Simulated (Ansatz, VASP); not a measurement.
**TePb in VASP and in Ansatz**

INCAR

```
  ALGO = Normal
  EDIFF = 1E-8
  ENCUT = 520
  GGA = PS
  ISIF = 2
  ISMEAR = -1
  LASPH = True
  LCHARG = False
  LEFG = True
  LREAL = False
  LWAVE = False
  NBANDS = 17
  NELM = 60
  PREC = Accurate
  SIGMA = 0.03
```

Contents of KPOINTS:

```
k-points
0
Gamma
  10 10 10
```

The input POSCAR:

```
TePb
1.0
    0.0000000000      3.2377210090      3.2377210090
    3.2377210090      0.0000000000      3.2377210090
    3.2377210090      3.2377210090      0.0000000000
Te Pb
1 1
Direct
    0.5000000000      0.5000000000      0.5000000000
    0.0000000000      0.0000000000      0.0000000000
```

Input for Ansatz:

```yaml
crystal:
  lattice:
    - [0.0, 3.237721009, 3.237721009]
    - [3.237721009, 0.0, 3.237721009]
    - [3.237721009, 3.237721009, 0.0]
  atoms:
    - { symbol: Te, position: [0.5, 0.5, 0.5] }
    - { symbol: Pb, position: [0.0, 0.0, 0.0] }
kpoints:
  mp_grid: { grid: [10, 10, 10] }
scf:
  occupations: { method: fermi_dirac, width: 0.03 }
hamiltonian:
  xc: pbesol
  pseudopotentials: { kind: all_electron, datasets: crystal }
output:
  forces: true
  stress: true
  eigenvalues: true
  efg: { contact_densities: true }
```

Change from the starting cell: volume scaled by 1.01, crystal datasets.

Alike in both runs: task electric field gradients; functional PBEsol; k mesh 10 × 10 × 10; occupations fermi-dirac, width 0.03 eV; no spin polarisation.

```csv
,VASP,Ansatz
version,VASP 6.6.1,Ansatz 0.2.0
potentials or method,"VASP PAW PBE potentials, release 64 (Te, Pb_d), cutoff 520 eV","all-electron PAW with datasets made for the crystal, scalar-relativistic"
```

|  | VASP | Ansatz | Ansatz less VASP |
| --- | --- | --- | --- |
| pressure (GPa) | -0.7 | -0.7 | +0.03 |

VASP's potentials were made for PBE, not for PBEsol. Ansatz ran all-electron here, and VASP with PAW potentials.

Spin-orbit coupling is off throughout.
